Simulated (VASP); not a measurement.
# TaN (P3m1) in VASP: further runs

Runs on TaN. Level: PBEsol. Tasks: single point.

All numbers are computed with VASP 6.6.1; they aren't measurements. Logs are shortened: lines on timing, memory, paths and dates and some standing lists are left out, and cuts for length are marked.

## (1) The cell of the first run

The structure is trigonal, space group P3m1 (No. 156). The conventional cell has a = 5.205 Å, b = 5.205 Å, c = 2.904 Å, α = 90.00°, β = 90.00°, γ = 120.00°. Within 3.4 Å of Ta (site symmetry 3m) lie 6 N at 2.60 Å and 11 Ta at 2.90 to 3.34 Å. Ta (site symmetry 3m) has 6 N at 1.81 to 2.42 Å within 2.5 Å. Ta (site symmetry 3m) has 6 N at 2.09 Å and 5 Ta at 2.90 to 3.04 Å within 3.1 Å. Within 2.5 Å of N (site symmetry m) lie 4 Ta at 1.81 to 2.42 Å.

## (2) Single point, PBEsol (atom 2 (Ta) moved -0.450 Å towards its neighbour atom 2 (Ta) at 2.904 Å)

INCAR reads:

```
SYSTEM = TaN
PREC = Accurate
ENCUT = 520
EDIFF = 1E-6
ISMEAR = 0
SIGMA = 0.15
LREAL = .False.
LASPH = .True.
NELM = 100
ALGO = Normal
ISIF = 2
LWAVE = .False.
LCHARG = .False.
GGA = PS
NBANDS = 33
```

KPOINTS reads:

```
Automatic mesh
0
Gamma
  12 12 16
  0 0 0
```

POSCAR reads:

```
TaN
1.0
    5.2050894145      0.0000000000      0.0000000000
   -2.6025447072      4.5077396619      0.0000000000
    0.0000000000      0.0000000000      2.9035873904
Ta N
3 3
Direct
    0.0000000000      0.0000000000      0.0000000000
    0.3333333333      0.6666666667      0.6549806978
    0.6666666667      0.3333333333      0.5000000000
    0.5000000000      0.0000000000      0.0000000000
    0.5000000000      0.5000000000      0.0000000000
    0.0000000000      0.5000000000      0.0000000000
```

Potentials or basis: VASP PAW PBE potentials, release 64 (Ta_pv, N).

Started as:

```bash
$ cat potpaw_PBE.64/Ta_pv/POTCAR potpaw_PBE.64/N/POTCAR > POTCAR
$ mpirun -np 1 vasp_std > vasp.out
```

OUTCAR:

```text
SYSTEM = TaN
   PREC = Accurate
   ENCUT = 520
   EDIFF = 1E-6
   ISMEAR = 0
   LREAL = .False.
   LASPH = .True.
   NELM = 100
   ISIF = 2
   GGA = PS

 ion  position               nearest neighbor table
   1  0.000  0.000  0.000-   6 2.60   6 2.60   4 2.60   4 2.60   5 2.60   5 2.60   2 3.17   2 3.17
                             2 3.17   3 3.34   3 3.34   3 3.34   3 3.34   3 3.34   3 3.34   2 3.56
   2  0.333  0.667  0.655-   4 1.81   6 1.81   5 1.81   4 2.42   6 2.42   5 2.42   3 3.04   3 3.04
                             3 3.04   1 3.17   1 3.17   1 3.17   1 3.56   1 3.56   1 3.56
   3  0.667  0.333  0.500-   4 2.09   4 2.09   6 2.09   6 2.09   5 2.09   5 2.09   2 3.04   2 3.04
                             2 3.04   1 3.34   1 3.34   1 3.34   1 3.34   1 3.34   1 3.34
   4  0.500  0.000  0.000-   2 1.81   3 2.09   3 2.09   2 2.42   1 2.60   1 2.60
   5  0.500  0.500  0.000-   2 1.81   3 2.09   3 2.09   2 2.42   1 2.60   1 2.60
   6  0.000  0.500  0.000-   2 1.81   3 2.09   3 2.09   2 2.42   1 2.60   1 2.60

  LATTYP: Found a hexagonal cell.
 ALAT       =     5.2050894145
 C/A-ratio  =     0.5578362174

  Lattice vectors:

 A1 = (   5.2050894145,   0.0000000000,   0.0000000000)
 A2 = (  -2.6025447072,   4.5077396619,   0.0000000000)
 A3 = (   0.0000000000,   0.0000000000,   2.9035873904)

Analysis of symmetry for initial positions (statically):
=====================================================================
 Subroutine PRICEL returns:
 Original cell was already a primitive cell.

 Routine SETGRP: Setting up the symmetry group for a
 hexagonal supercell.

 Subroutine GETGRP returns: Found  6 space group operations
 (whereof  6 operations were pure point group operations)
 out of a pool of 24 trial point group operations.

The static configuration has the point symmetry C_3v.

Analysis of symmetry for dynamics (positions and initial velocities):
=====================================================================
 Subroutine PRICEL returns:
 Original cell was already a primitive cell.

 Routine SETGRP: Setting up the symmetry group for a
 hexagonal supercell.

 Subroutine GETGRP returns: Found  6 space group operations
 (whereof  6 operations were pure point group operations)
 out of a pool of 24 trial point group operations.

The dynamic configuration has the point symmetry C_3v.

 Subroutine INISYM returns: Found  6 space group operations
 (whereof  6 operations are pure point group operations),
 and found     1 'primitive' translations

----------------------------------------------------------------------------------------

                                     Primitive cell

[... 104 lines left out ...]
   ISIF   =      2    stress and relaxation
   ISYM   =      2    0-nonsym 1-usesym 2-fastsym
   POTIM  = 0.5000    time-step for ionic-motion
   TEBEG  =    0.0;   TEEND  =   0.0 temperature during run
   PSTRESS=    0.0 pullay stress
   NELECT =      48.0000    total number of electrons
   NUPDOWN=      -1.0000    fix difference up-down
   EMIN   =  10.00;   EMAX   =-10.00  energy-range for DOS
   EFERMI =   0.00;   METHOD = LEGACY
   ISMEAR =     0;   SIGMA  =   0.15  broadening in eV -4-tet -1-fermi 0-gaus
   EFERMI_NEDOS =   21; number of points for ismear=-14 and -15
   IALGO  =     38    algorithm
   IMIX   =      4    mixing-type and parameters
     AMIX     =   0.40;   BMIX     =  1.00
     AMIX_MAG =   1.60;   BMIX_MAG =  1.00
  volume/ion in A,a.u.               =      11.35        76.62
  Fermi-wavevector in a.u.,A,eV,Ry     =   1.456737  2.752835 28.872704  2.122084
  Thomas-Fermi vector in A             =   2.573621
   LORBIT       =      0    0 simple, 1 ext, 2 COOP (PROOUT), +10 PAW based schemes
   GGA     = PS    functional components
   LHFCALC =     F    Hartree Fock is set to
   AEXX    =    0.0000 exact exchange contribution
   IVDW    =     0    specifies the selected vdW correction
   LEPSILON=     F    determine dielectric tensor
   LRPA    =     F    only Hartree local field effects (RPA)
 non-spin polarized calculation
 Gauss-broadening in eV      SIGMA  =   0.15
  energy-cutoff  :      520.00
  volume of cell :       68.13
 maximum number of plane-waves:      1858
 NGX is ok and might be reduce to    40
   NGX = 19   NGY = 19   NGZ = 11

 number of electron      47.9999997 magnetization

 Free energy of the ion-electron system (eV)
  ---------------------------------------------------
  ext. energy  EPLUGINS =         0.00000000
  ---------------------------------------------------
  free energy    TOTEN  =       -66.34268967 eV

  energy without entropy =      -66.32866836  energy(sigma->0) =      -66.33567902

 E-fermi :   8.0238     XC(G=0): -13.1132

 val. band max:        8.0159559341   @ k =   0.1667   0.1667   0.5000
 cond. band min:       8.0249781092   @ k =   0.1667   0.0833   0.2500
 fundamental gap:      0.0090221752
 Fermi energy:         8.0238236668

 k-point     1 :       0.0000    0.0000    0.0000
  band No.  band energies     occupation
      1     -28.0356      2.00000
      2     -28.0356      2.00000
      3     -27.6663      2.00000
      4     -27.6663      2.00000
      5     -27.3908      2.00000
      6     -27.3646      2.00000
[... 853 lines left out ...]
     32      11.6974      0.00000
     33      12.0802      0.00000

 [... further k-points ...]

------------------------ aborting loop because EDIFF is reached ----------------------------------------

  FORCE on cell =-STRESS in cart. coord.  units (eV):
  Direction    XX          YY          ZZ          XY          YZ          ZX
  --------------------------------------------------------------------------------------
  -------------------------------------------------------------------------------------
  Total        9.5082360      9.5082360     11.5756346      0.0000000     -0.0000000     -0.0000000
  in kB      223.6086558    223.6086558    272.2284238      0.0000000     -0.0000000     -0.0000000
  external PRESSURE =     239.8152452 kB  Pullay stress =       0.0000000 kB

 VOLUME and BASIS-vectors are now :
 -----------------------------------------------------------------------------
  energy-cutoff  :      520.00
  volume of cell :       68.13
      direct lattice vectors                 reciprocal lattice vectors
     5.205089414  0.000000000  0.000000000     0.192119658  0.110920336  0.000000000
    -2.602544707  4.507739662  0.000000000     0.000000000  0.221840673  0.000000000
     0.000000000  0.000000000  2.903587390     0.000000000  0.000000000  0.344401551

 POSITION                                       TOTAL-FORCE (eV/Angst)
 -----------------------------------------------------------------------------------
      0.00000      0.00000      0.00000        -0.000000      0.000000      0.157307
     -0.00000      3.00516      1.90179        -0.000000      0.000000    -11.268505
      2.60254      1.50258      1.45179        -0.000000      0.000000     -0.640654
      2.60254      0.00000      0.00000         0.000000      3.474437      3.917284
      1.30127      2.25387      0.00000         3.008951     -1.737218      3.917284
     -1.30127      2.25387      0.00000        -3.008951     -1.737218      3.917284
 -----------------------------------------------------------------------------------
    total drift:                               -0.000000      0.000000     -0.000389

  FREE ENERGIE OF THE ION-ELECTRON SYSTEM (eV)
  ---------------------------------------------------
  free  energy   TOTEN  =       -66.3426896733 eV

  energy  without entropy=      -66.3286683597  energy(sigma->0) =      -66.33567902
```

stdout:

```text
POSCAR found type information on POSCAR TaN
 POSCAR found :  2 types and       6 ions
 scaLAPACK will be used
 -----------------------------------------------------------------------------
|                                                                             |
|                                                                             |
|     You enforced a specific xc type in the INCAR file but a different       |
|     I HOPE YOU KNOW WHAT YOU ARE DOING!                                     |
|                                                                             |
 -----------------------------------------------------------------------------

 LDA part: xc-table for (Slater+PW92), standard interpolation
 POSCAR, INCAR and KPOINTS ok, starting setup
 FFT: planning ... GRIDC
 FFT: planning ... GRID_SOFT
 FFT: planning ... GRID
 WAVECAR not read
 entering main loop
```

Wall time 3.1 min (1 thread of Intel Xeon 6975P-C (Granite Rapids), shared host); peak memory 0.52 GiB.

Results:

| Property | Result |
| --- | --- |
| Free energy | -66.3427 eV |
| Pressure | 24.0 GPa |
| Largest force | 11.269 eV/Å |
| Band gap on the k mesh | zero (bands 24 and 25 overlap by 1.76 eV) |

Forces on the atoms (eV/Å):
```
Ta    0.000   0.000   0.157
Ta    0.000   0.000 -11.269
Ta    0.000   0.000  -0.641
N     0.000   3.474   3.917
N     3.009  -1.737   3.917
N    -3.009  -1.737   3.917
```

Caveat: the cell differs from its parent crystal (atom 2 (Ta) moved -0.450 Å towards its neighbour atom 2 (Ta) at 2.904 Å); the cell stands under pressure; the PAW data sets were made with another functional, which shifts forces and pressure a little; spin-orbit coupling is left out, which moves the levels of the heavy elements.

## (3) Single point, PBEsol (atom 2 (Ta) moved +0.338 Å towards its neighbour atom 2 (Ta) at 2.904 Å)

INCAR reads:

```
SYSTEM = TaN
ALGO = Normal
EDIFF = 1E-7
ENCUT = 520
GGA = PS
ISIF = 2
ISMEAR = 0
LASPH = .TRUE.
LCHARG = .TRUE.
LELF = .TRUE.
LREAL = .FALSE.
LVHAR = .TRUE.
LWAVE = .FALSE.
NBANDS = 33
NELM = 60
PREC = Accurate
SIGMA = 0.15
```

KPOINTS reads:

```
k-points
0
G
  12 12 16
  0 0 0
```

Changes to POSCAR since step 2:

```diff
@@ -9,3 +9,3 @@
     0.0000000000      0.0000000000      0.0000000000
-    0.3333333333      0.6666666667      0.6549806978
+    0.3333333333      0.6666666667      0.3837644766
     0.6666666667      0.3333333333      0.5000000000
```

Potentials or basis: VASP PAW PBE potentials, release 64 (Ta_pv, N).

Started as:

```bash
$ cat potpaw_PBE.64/Ta_pv/POTCAR potpaw_PBE.64/N/POTCAR > POTCAR
$ mpirun -np 1 vasp_std > vasp.out
```

It took 3.6 min on 1 thread of Intel Xeon 6975P-C (Granite Rapids), shared host; peak memory 0.52 GiB.

The run converged. Its results:

- Free energy: -67.4190 eV
- Pressure: 14.1 GPa
- Largest force: 7.945 eV/Å
- Band gap on the k mesh: zero (bands 24 and 25 overlap by 2.12 eV)

Forces in eV/Å, atoms in the order of the input:
```
Ta   0.000  0.000 -0.056
Ta   0.000  0.000  7.945
Ta   0.000  0.000  0.325
N    0.000  1.861 -2.738
N    1.611 -0.930 -2.738
N   -1.611 -0.930 -2.738
```

Stress tensor (GPa, compression positive):
```
12.45  0.00  0.00
 0.00 12.45  0.00
 0.00  0.00 17.47
```

Levels at points of the mesh, in eV from the Fermi level:
```csv
k point,band 21,band 22,band 23,band 24,band 25,band 26,band 27,band 28
"(0.00, 0.00, 0.00)",-3.50,-2.70,-1.37,-1.35,-1.35,0.76,0.76,1.20
"(0.50, 0.00, 0.00)",-3.43,-3.31,-1.77,-0.60,1.11,1.54,1.76,2.29
"(0.00, 0.00, 0.50)",-2.99,-2.99,-2.14,0.69,0.69,1.54,1.99,2.70
"(0.50, 0.00, 0.50)",-3.85,-2.88,-1.81,-1.16,1.27,1.48,3.25,3.31
```

Caveat: the cell differs from its parent crystal (atom 2 (Ta) moved +0.338 Å towards its neighbour atom 2 (Ta) at 2.904 Å); the stress differs along the axes, from 12 to 17 GPa; the PAW data sets were made with another functional, which shifts forces and pressure a little; spin-orbit coupling is left out, which moves the levels of the heavy elements.

The gap in the log of VASP goes by the Fermi energy; the results here count the filled bands.